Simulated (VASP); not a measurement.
## Mg2C: single point with r2SCAN

Crystal: Mg2C.

```
C Mg
1.0
     0.00000    2.54829    2.54829
     2.54829    0.00000    2.54829
     2.54829    2.54829    0.00000
C Mg
1 2
Direct
  0.00000 0.00000 0.00000
  0.25000 0.25000 0.25000
  0.75000 0.75000 0.75000
```

This cell differs from its parent crystal: strain -6.0%.

```
Program             : VASP 6.6.1
Task                : single point
Functional          : r2SCAN
Potentials or basis : VASP PAW PBE potentials, release 64 (C, Mg)
Cutoff              : 520 eV
k mesh              : 8 × 8 × 8
Occupations         : gaussian, width 0.01 eV
Spin                : no spin polarisation
```

```yaml
Pressure: 26.1 GPa
Band_gap_on_the_k_mesh: 1.13 eV (least direct gap 2.74 eV)
```

Levels at points of the mesh, in eV from the valence-band top:
```
           k point  band 1  band 2  band 3  band 4  band 5  band 6  band 7  band 8
(0.00, 0.00, 0.00)  -12.03    0.00    0.00    0.00    3.29    8.57    8.57    8.57
(0.50, 0.00, 0.00)  -10.13   -5.26   -0.39   -0.39    5.60    6.91    6.91    7.43
(0.50, 0.50, 0.00)   -9.53   -4.37   -1.62   -1.62    1.13    5.97   11.90   11.90
```

It took 48 s on 1 thread of Intel(R) Xeon(R) Platinum 8488C (Sapphire Rapids), on a shared host, peak memory 0.16 GiB.

Caveat: the cell differs from its parent crystal (strain -6.0%); the cell stands under pressure; the PAW data sets were made with another functional, which shifts forces and pressure a little. A k mesh can miss the band edges.
